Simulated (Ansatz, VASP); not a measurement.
**Two plane-wave programs on TiSn2GeSe6**

```xyz
10
Lattice="0.0000 5.0322 5.0322 5.0322 0.0000 5.0322 5.0322 5.0322 0.0000" Properties=species:S:1:pos:R:3 pbc="T T T"
Ti    0.0000    0.0000    0.0000
Sn    2.5161    2.5161    2.5161
Sn    7.5484    7.5484    7.5484
Ge    5.0322    5.0322    5.0322
Se    2.4900    5.0322    5.0322
Se    7.5745    5.0322    5.0322
Se    5.0322    2.4900    5.0322
Se    5.0322    7.5745    5.0322
Se    5.0322    5.0322    2.4900
Se    5.0322    5.0322    7.5745
```

Alike in both runs: functional PBE; k mesh 8 × 8 × 8; occupations gaussian, width 0.1 eV; no spin polarisation.

Ansatz relaxed the structure, and its values are those at the end. VASP's run is a single point on that final structure, the one shown.

|  | VASP | Ansatz |
| --- | --- | --- |
| version | VASP 6.6.1 | Ansatz 0.2.0 |
| potentials or method | VASP PAW PBE potentials, release 64 (Ti_sv, Sn_d, Ge_d, Se), cutoff 520 eV | scalar-relativistic, plane waves, PAW |
| valence electrons in the cell | 90 | 150 |

```csv
,VASP,Ansatz,Ansatz less VASP
gap on the k mesh at the Fermi level (eV),none,none,-
pressure (GPa),0.1,0.0,-0.03
rms of the force components (eV/Å),0.004,0.004,0.0000
```

A gap of «none» marks a metal or a gap that the smearing closes. VASP's potentials hold 90 valence electrons a cell and Ansatz's 150, so a difference there can come from the potentials and not from the codes.
